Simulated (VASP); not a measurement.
The system is Ir.

```
Ir
1.0
     0.00000    1.94223    1.94223
     1.94223    0.00000    1.94223
     1.94223    1.94223    0.00000
Ir
1
Direct
  0.00000 0.00000 0.00000
```

This cell differs from its parent crystal: volume scaled by 0.96.

Base run:

```yaml
Program: VASP 6.6.1
Functional: BLYP
Potentials_or_basis: VASP PAW PBE potentials, release 64 (Ir)
Cutoff: 520 eV
k_mesh: 22 × 22 × 22
Occupations: fermi-dirac, width 0.1 eV
Spin: no spin polarisation
```

Its results: pressure 16.0 GPa.

Problem. The run is repeated on the same cell with these changes: potentials or basis from VASP PAW PBE potentials, release 64 (Ir) to VASP PAW PBE potentials, release 64 (Ir_sv_GW); cutoff from 520 eV to 500 eV; further incar settings from ALGO = Normal; EDIFF = 1e-07; NBANDS = 10 to ALGO = Normal; EDIFF = 1e-06; NBANDS = 14; valence electrons from 9 to 17. What comes out?

Solution. Pressure 11.8 GPa.

Caveats: the PAW data sets were made with another functional, which shifts forces and pressure a little.
